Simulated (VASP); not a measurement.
The system is HfO2.

```
CELL_PARAMETERS angstrom
3.60430 0.00000 0.00000
0.00000 3.60430 0.00000
0.00000 0.00000 5.26397
ATOMIC_POSITIONS crystal
Hf 0.50000 0.50000 0.50000
Hf 0.00000 0.00000 0.00000
O 0.00000 0.50000 0.69325
O 0.50000 0.00000 0.80675
O 0.50000 0.00000 0.30675
O 0.00000 0.50000 0.19325
```

* Program: VASP 6.6.1
* Task: relaxation of cell and atoms
* Functional: LDA
* Potentials or basis: VASP PAW LDA potentials, release 64 (Hf_pv, O)
* Cutoff: 600 eV
* k mesh: 6 × 6 × 4
* Occupations: gaussian, width 0.02 eV
* Spin: no spin polarisation

At the start: pressure -16.3 GPa; volume 11.40 Å³/atom.

Question: Where does the relaxation end?

Answer: Over 20 steps the energy falls by 46.8 meV/atom and the volume is 10.49 Å³/atom (-7.9 %); space group P4_2/nmc (No. 137, to 0.1 Å) before and after.

Step by step:
| step | energy change (eV) | largest force (eV/Å) | pressure (GPa) | volume (Å³) |
| --- | --- | --- | --- | --- |
| 1 | 0.0000 | 0.1502 | -16.34 | 68.38 |
| 2 | 0.4541 | 1.1385 | 37.24 | 57.52 |
| 3 | -0.2397 | 0.2586 | -0.70 | 64.10 |
| 4 | -0.2400 | 0.2704 | -0.25 | 63.99 |
| 5 | -0.2399 | 0.2799 | 0.13 | 63.90 |
| 6 | -0.2543 | 0.2412 | 0.24 | 63.66 |
| 7 | -0.2682 | 0.1636 | 0.74 | 63.09 |
| 8 | -0.2775 | 0.0623 | -0.53 | 63.22 |
| 9 | -0.2791 | 0.0037 | -1.30 | 63.30 |
| 10 | -0.2797 | 0.0039 | 0.83 | 62.77 |
| 11 | -0.2805 | 0.0032 | -0.08 | 62.99 |
| 12 | -0.2806 | 0.0088 | 0.04 | 62.96 |
| 13 | -0.2806 | 0.0086 | 0.03 | 62.96 |
| 14 | -0.2806 | 0.0095 | 0.06 | 62.95 |
| 15 | -0.2806 | 0.0091 | 0.08 | 62.96 |
| 16 | -0.2806 | 0.0088 | 0.07 | 62.96 |
| 17 | -0.2806 | 0.0059 | -0.05 | 62.98 |
| 18 | -0.2806 | 0.0075 | -0.05 | 62.97 |
| 19 | -0.2806 | 0.0058 | -0.06 | 62.97 |
| 20 | -0.2806 | 0.0006 | -0.02 | 62.95 |

Final structure:
```cif
data_structure
_symmetry_space_group_name_H-M 'P 1'
_symmetry_Int_Tables_number 1
_cell_length_a 3.5237
_cell_length_b 3.5237
_cell_length_c 5.0701
_cell_angle_alpha 90.000
_cell_angle_beta 90.000
_cell_angle_gamma 90.000
_cell_volume 62.95
loop_
_atom_site_label
_atom_site_type_symbol
_atom_site_fract_x
_atom_site_fract_y
_atom_site_fract_z
_atom_site_occupancy
Hf1 Hf 0.50000 0.50000 0.50000 1
Hf2 Hf 0.00000 0.00000 0.00000 1
O1 O 0.00000 0.50000 0.70616 1
O2 O 0.50000 0.00000 0.79384 1
O3 O 0.50000 0.00000 0.29384 1
O4 O 0.00000 0.50000 0.20616 1
```
